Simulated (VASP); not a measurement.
Wanted: the native input for a VASP 6.6.1 run.

* Task: single point
* Functional: PBE
* Dispersion: D4
* Potentials or basis: VASP PAW PBE potentials, release 64 (Cd, Se)
* Cutoff: 520 eV
* k mesh: 8 × 8 × 8
* Occupations: methfessel-paxton, width 0.1 eV
* Spin: non-collinear spin, zero start, spin-orbit coupling
* Starting moments: [[0.0, 0.0, 0.0], [0.0, 0.0, 0.0]] μB
* Dipole correction: no
* Further INCAR settings: ALGO = Normal; EDIFF = 1e-06; NBANDS = 30

The structure of CdSe lies in POSCAR:

```
CdSe
1.0
    0.0000000000      2.8739580000      2.8739580000
    2.8739580000      0.0000000000      2.8739580000
    2.8739580000      2.8739580000      0.0000000000
Cd Se
1 1
Direct
    0.0000000000      0.0000000000      0.0000000000
    0.5000000000      0.5000000000      0.5000000000
```

One way to write it, as run:

INCAR

```
ALGO = Normal
EDIFF = 1E-6
ENCUT = 520
GGA = PE
GGA_COMPAT = F
ISIF = 2
ISMEAR = 1
IVDW = 13
LASPH = T
LCHARG = F
LORBIT = 11
LORBMOM = T
LREAL = F
LSORBIT = T
LWAVE = F
MAGMOM = 0 0 0 0 0 0
NBANDS = 30
NELM = 150
PREC = Accurate
SIGMA = 0.1
```

KPOINTS

```
k-points
0
Gamma
  8 8 8
```

Potentials or basis: VASP PAW PBE potentials, release 64 (Cd, Se).

Command:

```sh
$ cat potpaw_PBE.64/Cd/POTCAR potpaw_PBE.64/Se/POTCAR > POTCAR
$ mpirun -np 1 vasp_ncl > vasp.out
```

Results of the run:

* Pressure: -2.5 GPa
* Net moment: 0.00 μB per cell
* Valence electrons inside the program's atomic spheres: Cd 10.20; Se 3.82
* Dispersion energy per atom: -0.390 eV

It took 2.1 min on 1 thread of Intel Xeon 8259CL (shared host), peak memory 0.31 GiB.
